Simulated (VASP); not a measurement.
The system is SiO2.

```xyz
24
Lattice="-4.5798 4.5798 4.1156 4.5798 -4.5798 4.1156 4.5798 4.5798 -4.1156" Properties=species:S:1:pos:R:3 pbc="T T T"
Si   -1.8783    4.0043    2.6196
Si    1.8783    5.1553    2.6196
Si    4.0043   -1.8783    2.6196
Si    0.5755    2.7015    1.4959
Si   -0.5755    6.4581    1.4959
Si    5.1553    1.8783    2.6196
Si    2.7015    0.5755    1.4959
Si    6.4581   -0.5755    1.4959
O     0.0000    2.5952    0.0000
O    -1.3319    1.3319    6.3490
O    -0.6390    2.9595    2.5318
O     0.0000    6.5644    0.0000
O     1.3319   -1.3319    6.3490
O     1.6203    3.9408    1.5838
O     3.9408    1.6203    1.5838
O     3.2479    3.2479   -2.2335
O     0.6390    6.2001    2.5318
O     6.5644    0.0000    0.0000
O     2.9595   -0.6390    2.5318
O     5.2188   -1.6203    1.5838
O     2.5952    0.0000    0.0000
O    -1.6203    5.2188    1.5838
O     1.3319    1.3319    1.8821
O     6.2001    0.6390    2.5318
```

```yaml
Program: VASP 6.6.1
Task: relaxation of cell and atoms
Functional: PBE
Potentials_or_basis: VASP PAW PBE potentials, release 64 (Si, O)
Cutoff: 600 eV
k_mesh: 4 × 4 × 4
Occupations: gaussian, width 0.02 eV
Spin: no spin polarisation
```

At the start: pressure 4.5 GPa; volume 14.39 Å³/atom.

Task: How do energy, volume and symmetry change on relaxing?

Result: Over 15 steps the energy falls by 5.6 meV/atom and the volume is 14.75 Å³/atom (+2.5 %); space group I-42m (No. 121, to 0.1 Å) before and after.

Step by step:
```tsv
step	energy change (eV)	largest force (eV/Å)	pressure (GPa)	volume (Å³)
1	0.0000	0.3982	4.54	345.29
2	0.1449	0.5992	-5.81	366.05
3	-0.1326	0.0592	0.00	353.57
4	-0.1326	0.0583	0.09	353.41
5	-0.1321	0.1171	0.03	353.67
6	-0.1330	0.0163	0.06	353.51
7	-0.1332	0.0194	-0.02	353.77
8	-0.1332	0.0240	-0.05	353.87
9	-0.1333	0.0145	-0.05	353.93
10	-0.1334	0.0095	-0.05	354.04
11	-0.1334	0.0051	-0.01	353.97
12	-0.1334	0.0053	-0.01	353.95
13	-0.1334	0.0052	0.00	353.95
14	-0.1334	0.0053	0.01	353.95
15	-0.1334	0.0047	0.01	353.95
```

Final structure:
```
CELL_PARAMETERS angstrom
-4.61757 4.61757 4.15005
4.61757 -4.61757 4.15005
4.61757 4.61757 -4.15005
ATOMIC_POSITIONS crystal
Si 0.75541 0.11322 0.23215
Si 0.88107 0.52326 0.76785
Si 0.11322 0.75541 0.23215
Si 0.47674 0.24459 0.35781
Si 0.88678 0.11893 0.64219
Si 0.52326 0.88107 0.76785
Si 0.24459 0.47674 0.35781
Si 0.11893 0.88678 0.64219
O 0.28282 0.00000 0.28282
O 0.91589 0.62563 0.00000
O 0.63064 0.23815 0.25287
O 0.71718 0.00000 0.71718
O 0.62563 0.91589 0.00000
O 0.62223 0.36936 0.60751
O 0.36936 0.62223 0.60751
O 0.08411 0.08411 0.70974
O 0.98528 0.37777 0.74713
O 0.00000 0.71718 0.71718
O 0.23815 0.63064 0.25287
O 0.01472 0.76185 0.39249
O 0.00000 0.28282 0.28282
O 0.76185 0.01472 0.39249
O 0.37437 0.37437 0.29026
O 0.37777 0.98528 0.74713
```
